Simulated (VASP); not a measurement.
# MgO (Fm-3m) in VASP: a series of runs

Runs on MgO. Level: r2SCAN. Tasks: single point.

Program: VASP 6.6.1. These are calculated values, not measurements. Logs are shortened: lines on timing, memory, paths and dates and some standing lists are left out, and cuts for length are marked.

**What was measured.**

From “Electronic structure of alkaline earth and post-transition metal oxides”, 2009, arxiv:0908.1581, for a bulk crystal of MgO: band gap 7.83 eV.

How close the calculation comes is told below.

## 1. The cell of the first run

The structure is cubic, space group Fm-3m (No. 225). Conventional cell: a = 4.208 Å, b = 4.208 Å, c = 4.208 Å, α = 90.00°, β = 90.00°, γ = 90.00°. Mg (site symmetry m-3m) has 6 O at 2.10 Å within 2.8 Å. O (site symmetry m-3m) has 6 Mg at 2.10 Å within 2.8 Å.

## 2. Single point, r2SCAN

File POSCAR:

```
MgO
1.0
    0.0000000000      2.1037650691      2.1037650691
    2.1037650691      0.0000000000      2.1037650691
    2.1037650691      2.1037650691      0.0000000000
Mg O
1 1
Direct
    0.0000000000      0.0000000000      0.0000000000
    0.5000000000      0.5000000000      0.5000000000
```

File INCAR.step1:

```
SYSTEM = MgO
ALGO = Normal
EDIFF = 1E-5
ENCUT = 660
GGA = PE
GGA_COMPAT = .FALSE.
ISMEAR = 0
LASPH = .TRUE.
LCHARG = .FALSE.
LREAL = .FALSE.
LWAVE = .TRUE.
NBANDS = 15
NELM = 120
PREC = Accurate
SIGMA = 0.02
```

File INCAR.step2:

```
SYSTEM = MgO
ALGO = Normal
EDIFF = 1E-6
ENCUT = 660
GGA_COMPAT = .FALSE.
ISIF = 2
ISMEAR = 0
ISTART = 1
LASPH = .TRUE.
LCHARG = .FALSE.
LMIXTAU = .TRUE.
LREAL = .FALSE.
LWAVE = .FALSE.
METAGGA = R2SCAN
NBANDS = 15
NELM = 120
PREC = Accurate
SIGMA = 0.02
```

File KPOINTS:

```
k-points
0
G
  10 10 10
  0 0 0
```

Potentials or basis: VASP PAW PBE potentials, release 64 (Mg_sv, O).

The run is started by

```
cat potpaw_PBE.64/Mg_sv/POTCAR potpaw_PBE.64/O/POTCAR > POTCAR
cp INCAR.step1 INCAR
mpirun -np 1 vasp_std > vasp.out
cp INCAR.step2 INCAR
mpirun -np 1 vasp_std > vasp.out
```

OUTCAR:

```text
SYSTEM = MgO
   EDIFF = 1E-6
   ENCUT = 660
   ISIF = 2
   ISMEAR = 0
   ISTART = 1
   LASPH = .TRUE.
   LREAL = .FALSE.
   METAGGA = R2SCAN
   NELM = 120
   PREC = Accurate

 ion  position               nearest neighbor table
   1  0.000  0.000  0.000-   2 2.10   2 2.10   2 2.10   2 2.10   2 2.10   2 2.10
   2  0.500  0.500  0.500-   1 2.10   1 2.10   1 2.10   1 2.10   1 2.10   1 2.10

  LATTYP: Found a face centered cubic cell.
 ALAT       =     4.2075301382

  Lattice vectors:

 A1 = (   0.0000000000,   2.1037650691,   2.1037650691)
 A2 = (   2.1037650691,   0.0000000000,   2.1037650691)
 A3 = (   2.1037650691,   2.1037650691,   0.0000000000)

Analysis of symmetry for initial positions (statically):
=====================================================================
 Subroutine PRICEL returns:
 Original cell was already a primitive cell.

 Routine SETGRP: Setting up the symmetry group for a
 face centered cubic supercell.

 Subroutine GETGRP returns: Found 48 space group operations
 (whereof 48 operations were pure point group operations)
 out of a pool of 48 trial point group operations.

The static configuration has the point symmetry O_h .

Analysis of symmetry for dynamics (positions and initial velocities):
=====================================================================
 Subroutine PRICEL returns:
 Original cell was already a primitive cell.

 Routine SETGRP: Setting up the symmetry group for a
 face centered cubic supercell.

 Subroutine GETGRP returns: Found 48 space group operations
 (whereof 48 operations were pure point group operations)
 out of a pool of 48 trial point group operations.

The dynamic configuration has the point symmetry O_h .

 Subroutine INISYM returns: Found 48 space group operations
 (whereof 48 operations are pure point group operations),
 and found     1 'primitive' translations

----------------------------------------------------------------------------------------

                                     Primitive cell

  volume of cell :      18.6218

  direct lattice vectors                    reciprocal lattice vectors
     0.000000000  2.103765069  2.103765069    -0.237669123  0.237669123  0.237669123
     2.103765069  0.000000000  2.103765069     0.237669123 -0.237669123  0.237669123
     2.103765069  2.103765069  0.000000000     0.237669123  0.237669123 -0.237669123

  length of vectors
     2.975173093  2.975173093  2.975173093     0.411654997  0.411654997  0.411654997

  position of ions in fractional coordinates (direct lattice)
     0.000000000  0.000000000  0.000000000
     0.500000000  0.500000000  0.500000000

  ion indices of the primitive-cell ions
   primitive index   ion index
                 1           1
                 2           2

----------------------------------------------------------------------------------------

 KPOINTS: k-points

Automatic generation of k-mesh.
 Grid dimensions read from file:
 generate k-points for:   10   10   10

 Generating k-lattice:

  Cartesian coordinates                     Fractional coordinates (reciprocal lattice)
    -0.023766912  0.023766912  0.023766912     0.100000000  0.000000000  0.000000000
     0.023766912 -0.023766912  0.023766912     0.000000000  0.100000000  0.000000000
     0.023766912  0.023766912 -0.023766912     0.000000000  0.000000000  0.100000000

  Length of vectors
     0.041165500  0.041165500  0.041165500

  Shift w.r.t. Gamma in fractional coordinates (k-lattice)
     0.000000000  0.000000000  0.000000000

 Subroutine IBZKPT returns following result:
 ===========================================

 Found     47 irreducible k-points:

 Following reciprocal coordinates:
            Coordinates               Weight
  0.000000  0.000000  0.000000      1.000000
  0.100000  0.000000  0.000000      8.000000
  0.200000  0.000000  0.000000      8.000000
  0.300000  0.000000  0.000000      8.000000
  0.400000  0.000000  0.000000      8.000000
  0.500000  0.000000  0.000000      4.000000
[... 16 lines left out ...]
  0.300000  0.300000  0.000000      6.000000
  0.400000  0.300000  0.000000     24.000000
 [... further k-points ...]
   k-points           NKPTS =     47   k-points in BZ     NKDIM =     47   number of bands    NBANDS=     15
   number of dos      NEDOS =    301   number of ions     NIONS =      2
   total plane-waves  NPLWV =  21952
   dimension x,y,z NGX =    28 NGY =   28 NGZ =   28
   dimension x,y,z NGXF=    56 NGYF=   56 NGZF=   56
   ions per type =               1   1
   NGX,Y,Z   is equivalent  to a cutoff of  15.65, 15.65, 15.65 a.u.
   NGXF,Y,Z  is equivalent  to a cutoff of  31.29, 31.29, 31.29 a.u.
 SYSTEM =  MgO
   PREC   = accura    normal or accurate (medium, high low for compatibility)
   ISTART =      1    job   : 0-new  1-cont  2-samecut
   ICHARG =      0    charge: 1-file 2-atom 10-const
   ISPIN  =      1    spin polarized calculation?
   LNONCOLLINEAR =      F non collinear calculations
   LSORBIT =      F    spin-orbit coupling
   LASPH  =      T    aspherical Exc in radial PAW
   ENCUT  =  660.0 eV  48.51 Ry    6.96 a.u.   6.23  6.23  6.23*2*pi/ulx,y,z
   NELM   =    120;   NELMIN=  2; NELMDL=  0     # of ELM steps
   EDIFF  = 0.1E-05   stopping-criterion for ELM
   LREAL  =      F    real-space projection
   EDIFFG = 0.1E-04   stopping-criterion for IOM
   NSW    =      0    number of steps for IOM
   IBRION =     -1    ionic relax: 0-MD 1-quasi-New 2-CG
   NFREE  =      0    steps in history (QN), initial steepest desc. (CG)
   ISIF   =      2    stress and relaxation
   ISYM   =      2    0-nonsym 1-usesym 2-fastsym
   POTIM  = 0.5000    time-step for ionic-motion
   TEBEG  =    0.0;   TEEND  =   0.0 temperature during run
   PSTRESS=    0.0 pullay stress
   NELECT =      16.0000    total number of electrons
   NUPDOWN=      -1.0000    fix difference up-down
   EMIN   =  10.00;   EMAX   =-10.00  energy-range for DOS
   EFERMI =   0.00;   METHOD = LEGACY
   ISMEAR =     0;   SIGMA  =   0.02  broadening in eV -4-tet -1-fermi 0-gaus
   EFERMI_NEDOS =   21; number of points for ismear=-14 and -15
   IALGO  =     38    algorithm
   IMIX   =      4    mixing-type and parameters
     AMIX     =   0.40;   BMIX     =  1.00
     AMIX_MAG =   1.60;   BMIX_MAG =  1.00
  volume/ion in A,a.u.               =       9.31        62.83
  Fermi-wavevector in a.u.,A,eV,Ry     =   1.556351  2.941077 32.956424  2.422229
  Thomas-Fermi vector in A             =   2.660160
   LORBIT       =      0    0 simple, 1 ext, 2 COOP (PROOUT), +10 PAW based schemes
   METAGGA = R2SCAN    functional components
   LHFCALC =     F    Hartree Fock is set to
   AEXX    =    0.0000 exact exchange contribution
   IVDW    =     0    specifies the selected vdW correction
   LEPSILON=     F    determine dielectric tensor
   LRPA    =     F    only Hartree local field effects (RPA)
 non-spin polarized calculation
 Gauss-broadening in eV      SIGMA  =   0.02
  energy-cutoff  :      660.00
  volume of cell :       18.62
 maximum number of plane-waves:       728
 NGX is ok and might be reduce to    28
   NGX = 13   NGY = 13   NGZ = 13

 number of electron      15.9999994 magnetization

 Free energy of the ion-electron system (eV)
  ---------------------------------------------------
  ext. energy  EPLUGINS =         0.00000000
  ---------------------------------------------------
  free energy    TOTEN  =       -16.17336181 eV

  energy without entropy =      -16.17336181  energy(sigma->0) =      -16.17336181

 E-fermi :   2.7880     XC(G=0): -12.0580

 val. band max:        2.5323742096   @ k =   0.0000   0.0000   0.0000
 cond. band min:       8.2213085680   @ k =   0.0000   0.0000   0.0000
 fundamental gap:      5.6889343584
 Fermi energy:         2.7880229938

 k-point     1 :       0.0000    0.0000    0.0000
  band No.  band energies     occupation
      1     -72.4268      2.00000
      2     -37.5194      2.00000
      3     -37.5194      2.00000
      4     -37.5194      2.00000
      5     -15.6713      2.00000
      6       2.5324      2.00000
      7       2.5324      2.00000
      8       2.5324      2.00000
      9       8.2213      0.00000
     10      19.4113      0.00000
     11      19.4113      0.00000
     12      19.4113      0.00000
     13      23.5289      0.00000
     14      25.3600      0.00000
     15      25.3600      0.00000

 k-point     2 :       0.1000    0.0000    0.0000
  band No.  band energies     occupation
      1     -72.4261      2.00000
      2     -37.5277      2.00000
      3     -37.5202      2.00000
      4     -37.5202      2.00000
      5     -15.5641      2.00000
      6       1.9070      2.00000
      7       2.4624      2.00000
      8       2.4624      2.00000
      9       8.8329      0.00000
     10      18.1630      0.00000
     11      19.6665      0.00000
     12      19.6665      0.00000
     13      24.6728      0.00000
     14      24.6728      0.00000
     15      25.2451      0.00000

 k-point     3 :       0.2000    0.0000    0.0000
  band No.  band energies     occupation
      1     -72.4240      2.00000
      2     -37.5494      2.00000
      3     -37.5222      2.00000
      4     -37.5222      2.00000
      5     -15.2708      2.00000
      6       0.5941      2.00000
      7       2.2851      2.00000
      8       2.2851      2.00000
      9      10.0417      0.00000
     10      16.6540      0.00000
     11      20.1971      0.00000
     12      20.1971      0.00000
     13      23.9845      0.00000
     14      23.9845      0.00000
     15      26.4355      0.00000

 k-point     4 :       0.3000    0.0000    0.0000
  band No.  band energies     occupation
      1     -72.4214      2.00000
      2     -37.5761      2.00000
      3     -37.5248      2.00000
      4     -37.5248      2.00000
      5     -14.8782      2.00000
      6      -0.7408      2.00000
      7       2.0761      2.00000
      8       2.0761      2.00000
      9      10.9948      0.00000
     10      16.0208      0.00000
     11      20.3721      0.00000
     12      20.3721      0.00000
     13      24.4433      0.00000
     14      24.4433      0.00000
     15      25.8768      0.00000
[... 307 lines left out ...]
 k-point    22 :      -0.2000    0.2000    0.0000
  band No.  band energies     occupation
      1     -72.4205      2.00000
      2     -37.5715      2.00000
      3     -37.5405      2.00000
      4     -37.5242      2.00000
      5     -14.7668      2.00000
      6      -0.5450      2.00000
      7       1.1938      2.00000
      8       2.0691      2.00000
      9      11.9891      0.00000
     10      15.4956      0.00000
     11      18.9443      0.00000
     12      21.6903      0.00000
     13      22.1801      0.00000
     14      25.3634      0.00000
     15      29.1057      0.00000

 k-point    23 :       0.3000    0.3000    0.0000
  band No.  band energies     occupation
      1     -72.4196      2.00000
      2     -37.5685      2.00000
      3     -37.5378      2.00000
      4     -37.5378      2.00000
      5     -14.6943      2.00000
      6      -0.6073      2.00000
      7       1.5811      2.00000
      8       1.5811      2.00000
      9      12.4579      0.00000
     10      13.9283      0.00000
     11      18.2774      0.00000
     12      21.8316      0.00000
     13      21.8316      0.00000
     14      28.1129      0.00000
     15      31.6588      0.00000

 k-point    24 :       0.4000    0.3000    0.0000
  band No.  band energies     occupation
      1     -72.4180      2.00000
      2     -37.5789      2.00000
      3     -37.5432      2.00000
      4     -37.5408      2.00000
      5     -14.4576      2.00000
      6      -1.0378      2.00000
      7       1.2168      2.00000
      8       1.4300      2.00000
      9      13.1963      0.00000
     10      13.7099      0.00000
     11      17.4215      0.00000
     12      22.1230      0.00000
     13      22.3417      0.00000
     14      28.9163      0.00000
     15      31.1577      0.00000

 [... further k-points ...]

------------------------ aborting loop because EDIFF is reached ----------------------------------------

  FORCE on cell =-STRESS in cart. coord.  units (eV):
  Direction    XX          YY          ZZ          XY          YZ          ZX
  --------------------------------------------------------------------------------------
  -------------------------------------------------------------------------------------
  Total       -0.0616993     -0.0616993     -0.0616993      0.0000000      0.0000000      0.0000000
  in kB       -5.3084681     -5.3084681     -5.3084681      0.0000000      0.0000000      0.0000000
  external PRESSURE =      -5.3084681 kB  Pullay stress =       0.0000000 kB

 VOLUME and BASIS-vectors are now :
 -----------------------------------------------------------------------------
  energy-cutoff  :      660.00
  volume of cell :       18.62
      direct lattice vectors                 reciprocal lattice vectors
     0.000000000  2.103765069  2.103765069    -0.237669123  0.237669123  0.237669123
     2.103765069  0.000000000  2.103765069     0.237669123 -0.237669123  0.237669123
     2.103765069  2.103765069  0.000000000     0.237669123  0.237669123 -0.237669123

 POSITION                                       TOTAL-FORCE (eV/Angst)
 -----------------------------------------------------------------------------------
      0.00000      0.00000      0.00000         0.000000      0.000000      0.000000
      2.10377      2.10377      2.10377        -0.000000     -0.000000     -0.000000
 -----------------------------------------------------------------------------------
    total drift:                                0.000000      0.000000      0.000000

  FREE ENERGIE OF THE ION-ELECTRON SYSTEM (eV)
  ---------------------------------------------------
  free  energy   TOTEN  =       -16.1733618143 eV

  energy  without entropy=      -16.1733618143  energy(sigma->0) =      -16.17336181
```

Run time: 56 s. Hardware: 1 thread of Intel Xeon Platinum 8488C (Sapphire Rapids), shared host; peak memory 0.16 GiB.

What came out:

```yaml
Free_energy: -16.1734 eV
Pressure: -0.5 GPa
Band_gap_on_the_k_mesh: 5.69 eV
```

Caveat: the PAW data sets were made with another functional, which shifts forces and pressure a little.

## 3. Single point, r2SCAN

This run uses another cell than the first one, of 9.59 Å³/atom.

File POSCAR:

```
MgO
1.0
    0.0000000000      2.1245000000      2.1245000000
    2.1245000000      0.0000000000      2.1245000000
    2.1245000000      2.1245000000      0.0000000000
Mg O
1 1
Direct
    0.0000000000      0.0000000000      0.0000000000
    0.5000000000      0.5000000000      0.5000000000
```

File INCAR.step1:

```
SYSTEM = MgO
  ALGO = Normal
  EDIFF = 1E-5
  ENCUT = 750
  GGA = PE
  GGA_COMPAT = .False.
  ISMEAR = 0
  LASPH = .True.
  LCHARG = .False.
  LREAL = .False.
  LWAVE = .True.
  NBANDS = 15
  NELM = 120
  PREC = Accurate
  SIGMA = 0.1
```

File INCAR.step2:

```
SYSTEM = MgO
  ALGO = Normal
  EDIFF = 1E-6
  ENCUT = 750
  GGA_COMPAT = .False.
  ISIF = 2
  ISMEAR = 0
  ISTART = 1
  LASPH = .True.
  LCHARG = .False.
  LMIXTAU = .True.
  LREAL = .False.
  LWAVE = .False.
  METAGGA = R2SCAN
  NBANDS = 15
  NELM = 120
  PREC = Accurate
  SIGMA = 0.1
```

File KPOINTS:

```
k-points
0
Gamma
  8 8 8
  0 0 0
```

Potentials or basis: VASP PAW PBE potentials, release 64 (Mg_sv, O).

The run is started by

```
cat potpaw_PBE.64/Mg_sv/POTCAR potpaw_PBE.64/O/POTCAR > POTCAR
cp INCAR.step1 INCAR
mpirun -np 1 vasp_std > vasp.out
cp INCAR.step2 INCAR
mpirun -np 1 vasp_std > vasp.out
```

It took 52 s on 1 thread of Intel Xeon Platinum 8259CL at 2.50GHz (Skylake/Cascade Lake), shared host; peak memory 0.16 GiB.

It converged, with:

```
Free energy            : -16.1571 eV
Pressure               : -4.9 GPa
Band gap on the k mesh : 5.39 eV
```

Levels at points of the mesh, in eV from the valence-band top:
```
           k point  band 4  band 5  band 6  band 7  band 8  band 9  band 10  band 11  band 12  band 13
(0.00, 0.00, 0.00)  -40.16  -18.06    0.00    0.00    0.00    5.39    16.71    16.71    16.71    20.74
(0.50, 0.00, 0.00)  -40.17  -16.85   -4.48   -0.65   -0.65    8.66    13.54    17.23    17.23    22.10
(0.50, 0.50, 0.00)  -40.19  -16.64   -3.97   -1.33   -1.33   10.00    10.87    14.02    20.05    20.05
```

Caveat: the cell stands under tension; the PAW data sets were made with another functional, which shifts forces and pressure a little.

(Part 1 of 2 ends here.)
